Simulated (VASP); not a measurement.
# HC24 in VASP: further runs

Runs on HC24. Level: PBE+D3(BJ). Tasks: single point.

Everything below comes from runs of VASP 6.6.1. Logs are shortened: lines on timing, memory, paths and dates and some standing lists are left out, and cuts for length are marked.

## Step 1: The cell of the first run

The cell holds a slab with vacuum, 50 atoms: a = 7.392 Å, b = 15.364 Å, c = 22.000 Å, α = 90.00°, β = 90.00°, γ = 90.00°.

## Step 2: Single point, PBE+D3(BJ)

File INCAR:

```
PREC = Accurate ; ENCUT = 520
EDIFF = 1E-6 ; ISMEAR = 0
SIGMA = 0.05 ; LREAL = Auto
LASPH = True ; NELM = 100
ALGO = Normal ; ISIF = 2
LWAVE = False ; LCHARG = False
GGA = PE ; IVDW = 12
NBANDS = 128 ; LUSENCCL = False
```

File KPOINTS:

```
Automatic mesh
0
Gamma
  4 2 1
```

File POSCAR:

```
HC24
1.0
    7.3920000000      0.0000000000      0.0000000000
    0.0000000000     15.3639834835      0.0000000000
    0.0000000000      0.0000000000     22.0000000000
C H
48 2
Direct
    0.0000000000      0.0000000000      0.4545454545
    0.1670469426      0.0368165587      0.4733731364
    0.1672263258      0.1120892249      0.5098473182
    0.0003172348      0.1522498382      0.5252795455
    0.0003989448      0.2392037849      0.5452361818
    0.1675388258      0.2848077782      0.5485154091
    0.1675478896      0.3755968630      0.5403040000
    0.0006689665      0.4185731524      0.5290442273
    0.0007470238      0.4977335473      0.4967205000
    0.1675284091      0.5351457849      0.4780807727
    0.1674099026      0.6112580120      0.4422787273
    0.0007207792      0.6516958971      0.4269050455
    0.0006013258      0.7390036583      0.4068103636
    0.1671734307      0.7849388157      0.4036082273
    0.1669531926      0.8761074896      0.4121887273
    0.0003498377      0.9195976431      0.4232145455
    0.3336845238     -0.0010296809      0.4550619091
    0.5002877435      0.0362612340      0.4738956818
    0.5003520022      0.1117175765      0.5104160909
    0.3338317100      0.1518352322      0.5260511818
    0.3338962392      0.2389378382      0.5465101818
    0.5006087662      0.2846746096      0.5504551818
    0.5007803030      0.3756797842      0.5410975000
    0.3343744589      0.4186186484      0.5291922727
    0.3342479708      0.4978466039      0.4968381364
    0.5008927219      0.5352894325      0.4782441364
    0.5007724567      0.6113380693      0.4423353182
    0.3340584416      0.6517187428      0.4269250455
    0.3338747294      0.7390024867      0.4067914545
    0.5005825216      0.7848160611      0.4035285000
    0.5004268128      0.8759096893      0.4122198182
    0.3337867965      0.9191478249      0.4233782727
    0.6668298160     -0.0011015372      0.4551309545
    0.8333200758      0.0367598677      0.4734792727
    0.8334132846      0.1120658586      0.5099954545
    0.6670067641      0.1518761070      0.5262272727
    0.6672560877      0.2387660078      0.5471871364
    0.8340165043      0.2846708345      0.5497923182
    0.8340845509      0.3757456526      0.5409479545
    0.6675009470      0.4186501507      0.5294525000
    0.6674715909      0.4978260363      0.4969333636
    0.8340744048      0.5352000026      0.4781544091
    0.8340469426      0.6112889935      0.4423014545
    0.6674246483      0.6517318253      0.4269230909
    0.6673239989      0.7390032027      0.4067654091
    0.8339859307      0.7849171416      0.4035791364
    0.8338827110      0.8760795021      0.4121774545
    0.6670526245      0.9191172338      0.4233963636
    0.0452627165      0.2307324792      0.6545248636
    0.1272711039      0.2598820159      0.6560174545
```

Potentials or basis: VASP PAW PBE potentials, release 64 (C, H).

On the command line:

```bash
> cat potpaw_PBE.64/C/POTCAR potpaw_PBE.64/H/POTCAR > POTCAR
> mpirun -np 1 vasp_std > vasp.out
```

OUTCAR:

```text
PREC = Accurate
   ENCUT = 520
   EDIFF = 1E-6
   ISMEAR = 0
   LREAL = Auto
   LASPH = True
   NELM = 100
   ISIF = 2
   GGA = PE
   IVDW = 12
 IVDW          = 12

 ion  position               nearest neighbor table
   1  0.000  0.000  0.455-  16 1.41  34 1.42   2 1.42
   2  0.167  0.037  0.473-   3 1.41   1 1.42  17 1.42
   3  0.167  0.112  0.510-   2 1.41  20 1.42   4 1.42
   4  0.000  0.152  0.525-   5 1.41  35 1.42   3 1.42
   5  0.000  0.239  0.545-   4 1.41  38 1.42   6 1.42
   6  0.168  0.285  0.549-   7 1.41  21 1.42   5 1.42
[... 40 lines left out ...]
  47  0.834  0.876  0.412-  46 1.41  48 1.42  16 1.42
  48  0.667  0.919  0.423-  33 1.41  31 1.42  47 1.42
  49  0.045  0.231  0.655-  50 0.75
  50  0.127  0.260  0.656-  49 0.75

  LATTYP: Found a simple orthorhombic cell.
 ALAT       =     7.3920000000
 B/A-ratio  =     2.0784609691
 C/A-ratio  =     2.9761904762

  Lattice vectors:

 A1 = (   7.3920000000,   0.0000000000,   0.0000000000)
 A2 = (   0.0000000000,  15.3639834835,   0.0000000000)
 A3 = (   0.0000000000,   0.0000000000,  22.0000000000)

Analysis of symmetry for initial positions (statically):
=====================================================================
 Subroutine PRICEL returns:
 Original cell was already a primitive cell.

 Routine SETGRP: Setting up the symmetry group for a
 simple orthorhombic supercell.

 Subroutine GETGRP returns: Found  1 space group operations
 (whereof  1 operations were pure point group operations)
 out of a pool of  8 trial point group operations.

The static configuration has the point symmetry C_1 .

Analysis of symmetry for dynamics (positions and initial velocities):
=====================================================================
 Subroutine PRICEL returns:
 Original cell was already a primitive cell.

 Routine SETGRP: Setting up the symmetry group for a
 simple orthorhombic supercell.

 Subroutine GETGRP returns: Found  1 space group operations
 (whereof  1 operations were pure point group operations)
 out of a pool of  8 trial point group operations.

The dynamic configuration has the point symmetry C_1 .

 Subroutine INISYM returns: Found  1 space group operations
 (whereof  1 operations are pure point group operations),
 and found     1 'primitive' translations

----------------------------------------------------------------------------------------
[... 174 lines left out ...]
   IBRION =     -1    ionic relax: 0-MD 1-quasi-New 2-CG
   NFREE  =      0    steps in history (QN), initial steepest desc. (CG)
   ISIF   =      2    stress and relaxation
   ISYM   =      2    0-nonsym 1-usesym 2-fastsym
   POTIM  = 0.5000    time-step for ionic-motion
   TEBEG  =    0.0;   TEEND  =   0.0 temperature during run
   PSTRESS=    0.0 pullay stress
   NELECT =     194.0000    total number of electrons
   NUPDOWN=      -1.0000    fix difference up-down
   EMIN   =  10.00;   EMAX   =-10.00  energy-range for DOS
   EFERMI =   0.00;   METHOD = LEGACY
   ISMEAR =     0;   SIGMA  =   0.05  broadening in eV -4-tet -1-fermi 0-gaus
   EFERMI_NEDOS =   21; number of points for ismear=-14 and -15
   IALGO  =     38    algorithm
   IMIX   =      4    mixing-type and parameters
     AMIX     =   0.40;   BMIX     =  1.00
     AMIX_MAG =   1.60;   BMIX_MAG =  1.00
  volume/ion in A,a.u.               =      49.97       337.22
  Fermi-wavevector in a.u.,A,eV,Ry     =   0.698413  1.319810  6.636668  0.487781
  Thomas-Fermi vector in A             =   1.782010
   LORBIT       =      0    0 simple, 1 ext, 2 COOP (PROOUT), +10 PAW based schemes
   GGA     = PE    functional components
   LHFCALC =     F    Hartree Fock is set to
   AEXX    =    0.0000 exact exchange contribution
   IVDW    =    12    specifies the selected vdW correction
   LEPSILON=     F    determine dielectric tensor
   LRPA    =     F    only Hartree local field effects (RPA)
 non-spin polarized calculation
 Gauss-broadening in eV      SIGMA  =   0.05
  energy-cutoff  :      520.00
  volume of cell :     2498.55
 maximum number of plane-waves:     67344
 NGX is ok and might be reduce to    56
   NGX = 27   NGY = 57   NGZ = 81

 number of electron     194.0000007 magnetization

 Free energy of the ion-electron system (eV)
  ---------------------------------------------------
  ext. energy  EPLUGINS =         0.00000000
  ---------------------------------------------------
  free energy    TOTEN  =      -446.74106865 eV

  energy without entropy =     -446.74104068  energy(sigma->0) =     -446.74105467

 E-fermi :  -2.6813     XC(G=0):  -2.2305

 val. band max:       -2.8011155799   @ k =   0.0000   0.0000   0.0000
 cond. band min:      -2.5628713562   @ k =   0.0000   0.0000   0.0000
 fundamental gap:      0.2382442237
 Fermi energy:        -2.6812980654

 k-point     1 :       0.0000    0.0000    0.0000
  band No.  band energies     occupation
      1     -22.4144      2.00000
      2     -22.0537      2.00000
      3     -21.9984      2.00000
      4     -20.8809      2.00000
      5     -20.8796      2.00000
      6     -20.4647      2.00000
[... 661 lines left out ...]
    108      -0.0467      0.00000
    109      -0.0413      0.00000
 [bands above 109 left out]

------------------------ aborting loop because EDIFF is reached ----------------------------------------

 Edisp (eV)   -4.39806

 E8    (eV) :    -1.3658

  FORCE on cell =-STRESS in cart. coord.  units (eV):
  Direction    XX          YY          ZZ          XY          YZ          ZX
  --------------------------------------------------------------------------------------
  -------------------------------------------------------------------------------------
  Total      10.96892    27.60145     2.20923     0.03791    -0.01358    -0.06079
  in kB       7.03373    17.69922     1.41665     0.02431    -0.00871    -0.03898
  external pressure =        8.72 kB  Pullay stress =        0.00 kB

 VOLUME and BASIS-vectors are now :
 -----------------------------------------------------------------------------
  energy-cutoff  :      520.00
  volume of cell :     2498.55
      direct lattice vectors                 reciprocal lattice vectors
     7.392000000  0.000000000  0.000000000     0.135281385  0.000000000  0.000000000
     0.000000000 15.363983484  0.000000000     0.000000000  0.065087287  0.000000000
     0.000000000  0.000000000 22.000000000     0.000000000  0.000000000  0.045454545

 POSITION                                       TOTAL-FORCE (eV/Angst)
 -----------------------------------------------------------------------------------
      0.00000      0.00000     10.00000         0.082225     -0.312210     -0.053984
      1.23481      0.56565     10.41421         0.018201     -0.017805     -0.001612
      1.23614      1.72214     11.21664         0.008140      0.003615     -0.004245
      0.00234      2.33916     11.55615         0.011803     -0.008334     -0.011167
      0.00295      3.67512     11.99520         0.044444      0.050066     -0.140004
      1.23845      4.37578     12.06734        -0.055829     -0.031230     -0.141255
[... 42 lines left out ...]
      0.33458      3.54497     14.39955         0.171821      0.099566      0.347740
      0.94079      3.99282     14.43238        -0.170331     -0.170852      0.329038
 -----------------------------------------------------------------------------------
    total drift:                                0.015291     -0.088688      0.010355

  FREE ENERGIE OF THE ION-ELECTRON SYSTEM (eV)
  ---------------------------------------------------
  free  energy   TOTEN  =      -451.1391297723 eV

  energy  without entropy=     -451.1391018029  energy(sigma->0) =     -451.13911579
```

Wall time 5.2 min (1 × NVIDIA H100 80GB with 1 thread of AMD EPYC 7R13 (Zen 3), shared host); peak memory 2.8 GiB.

What came out:

* Free energy: -451.1391 eV
* Largest force: 0.408 eV/Å
* Band gap on the k mesh: 0.24 eV
* Dispersion energy per atom: -0.088 eV

Forces in eV/Å, atoms in the order of the input:
```
C    0.082 -0.312 -0.054
C    0.018 -0.018 -0.002
C    0.008  0.004 -0.004
C    0.012 -0.008 -0.011
C    0.044  0.050 -0.140
C   -0.056 -0.031 -0.141
C   -0.003  0.029 -0.010
C    0.001  0.013  0.016
C   -0.003  0.047  0.009
C   -0.006  0.024  0.012
C    0.009  0.014 -0.002
C   -0.005  0.000 -0.011
C    0.001  0.011 -0.022
C   -0.003  0.003 -0.029
C    0.001  0.009 -0.014
C   -0.002  0.005 -0.013
C    0.002 -0.010 -0.002
C   -0.001  0.001  0.008
C    0.014 -0.009 -0.004
C   -0.014  0.009 -0.002
C    0.007  0.008 -0.042
C   -0.006  0.003 -0.009
C    0.003  0.007 -0.002
C   -0.008  0.020  0.001
C   -0.010  0.018  0.012
C   -0.002  0.019  0.001
C   -0.002  0.006 -0.007
C   -0.007  0.010 -0.016
C   -0.007  0.009 -0.019
C   -0.006  0.006 -0.025
C    0.001 -0.008 -0.020
C   -0.002  0.003 -0.012
C    0.003 -0.006 -0.004
C   -0.020 -0.001  0.001
C   -0.019 -0.003 -0.006
C    0.003  0.015  0.003
C    0.004  0.009 -0.010
C   -0.003  0.017 -0.034
C    0.008  0.005 -0.006
C   -0.015  0.023  0.004
C   -0.001  0.007  0.013
C   -0.006  0.024  0.007
C   -0.008  0.015 -0.005
C   -0.004  0.013 -0.016
C    0.007  0.003 -0.017
C   -0.006  0.005 -0.026
C   -0.001  0.003 -0.014
C   -0.002  0.009 -0.010
H    0.172  0.100  0.348
H   -0.170 -0.171  0.329
```

Caveat: there is no dipole correction, which matters where the two faces differ.

(Part 1 of 3 ends here.)
